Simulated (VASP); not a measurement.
Wanted: the native input for a VASP 6.6.1 run.

```yaml
Task: single point
Functional: LDA
Potentials_or_basis: VASP PAW LDA potentials, release 64 (Cu)
Cutoff: 520 eV
k_mesh: 22 × 22 × 22
Occupations: gaussian, width 0.15 eV
Spin: no spin polarisation
Dipole_correction: no
Further_INCAR_settings: ALGO = Fast; EDIFF = 1e-06; NBANDS = 12
```

The structure of Cu lies in POSCAR:

```
Cu
1.0
   -1.3560500000      1.3560500000      1.3410790181
    1.3560500000     -1.3560500000      1.3410790181
    1.3560500000      1.3560500000     -1.3410790181
Cu
1
Direct
    0.0000000000      0.0000000000      0.0000000000
```

This isn't the form of Cu at room conditions, which is fcc.

The input as run:

INCAR

```
PREC     = Accurate       # precision mode
ENCUT    = 520            # plane-wave cutoff, eV
EDIFF    = 1E-6           # SCF threshold, eV
ISMEAR   = 0              # smearing method
SIGMA    = 0.15           # smearing width, eV
LREAL    = F              # projectors in reciprocal space
LASPH    = T              # aspherical terms in the spheres
NELM     = 60             # most SCF steps
ALGO     = Fast           # electronic algorithm
ISIF     = 2              # what is computed and relaxed
LWAVE    = F              # write WAVECAR
LCHARG   = F              # write CHGCAR
GGA      = CA             # functional
NBANDS   = 12             # bands
```

KPOINTS

```
regular mesh
0
Gamma
  22 22 22
```

Potentials or basis: VASP PAW LDA potentials, release 64 (Cu).

The run is started by

```console
$ cat potpaw_LDA.64/Cu/POTCAR > POTCAR
$ mpirun -np 1 vasp_std > vasp.out
```

Results of the run:

* Pressure: 26.4 GPa
* Band gap on the k mesh: zero (an odd number of electrons rules out a gap without spin polarisation)

Caveat: the cell stands under pressure.

It took 2.6 min on 1 thread of Intel Xeon 8259CL, on a shared host, peak memory 0.2 GiB.
